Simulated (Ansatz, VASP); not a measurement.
**AlRu: VASP beside Ansatz**

The input INCAR:

```
SYSTEM = AlRu
ALGO = Fast
EDIFF = 1E-7
ENCUT = 520
GGA = PS
ISIF = 2
ISMEAR = 0
LASPH = .TRUE.
LCHARG = .FALSE.
LREAL = .FALSE.
LWAVE = .FALSE.
NBANDS = 16
NELM = 80
PREC = Accurate
SIGMA = 0.15
```

KPOINTS

```
k-points
0
G
  16 16 16
  0 0 0
```

File POSCAR:

```
AlRu
1.0
    2.9916000000      0.0000000000      0.0000000000
    0.0000000000      2.9916000000      0.0000000000
    0.0000000000      0.0000000000      2.9916000000
Al Ru
1 1
Direct
    0.0000000000      0.0000000000      0.0000000000
    0.5000000000      0.3997192138      0.3997192138
```

Input for Ansatz:

```yaml
crystal:
  lattice:
    - [2.9916, 0.0, 0.0]
    - [0.0, 2.9916, 0.0]
    - [0.0, 0.0, 2.9916]
  atoms:
    - { symbol: Al, position: [0.0, 0.0, 0.0] }
    - { symbol: Ru, position: [0.5, 0.3997192138, 0.3997192138] }
basis:
  ecutwfc: 420
kpoints:
  mp_grid: { grid: [16, 16, 16] }
hamiltonian:
  xc: pbesol
scf:
  occupations: { method: gaussian, width: 0.15 }
output:
  forces: true
  stress: true
  eigenvalues: true
  write_density: true
  write_potential: true
  elf: true
  volumetric_format: npy
```

Alike in both runs: task single point; functional PBEsol; k mesh 16 × 16 × 16; occupations gaussian, width 0.15 eV; no spin polarisation.

|  | VASP | Ansatz |
| --- | --- | --- |
| version | VASP 6.6.1 | Ansatz 0.2.0 |
| potentials or method | VASP PAW PBE potentials, release 64 (Al, Ru_pv), cutoff 520 eV | scalar-relativistic, plane waves, PAW |
| valence electrons in the cell | 17 | 19 |

Ansatz gave:

| Item | Value |
| --- | --- |
| gap on the k mesh at the Fermi level (eV) | none |
| pressure (GPa) | 11.0 |
| traceless stress, the component that is largest in VASP (GPa) | 13.34 |
| rms of the force components (eV/Å) | 2.333 |

Q: Estimate VASP's values.

A: gap on the k mesh at the Fermi level (eV): none; pressure (GPa): 11.1; traceless stress, the component that is largest in VASP (GPa): 13.50; rms of the force components (eV/Å): 2.357.

VASP's potentials were made for PBE, not for PBEsol. Atom by atom the forces differ by 0.024 eV/Å (rms over components). A gap of «none» marks a metal or a gap that the smearing closes. The functional is the same, so the differences come from potentials, cutoffs and numerics. VASP's potentials hold 17 valence electrons a cell and Ansatz's 19, so a difference there can come from the potentials and not from the codes.
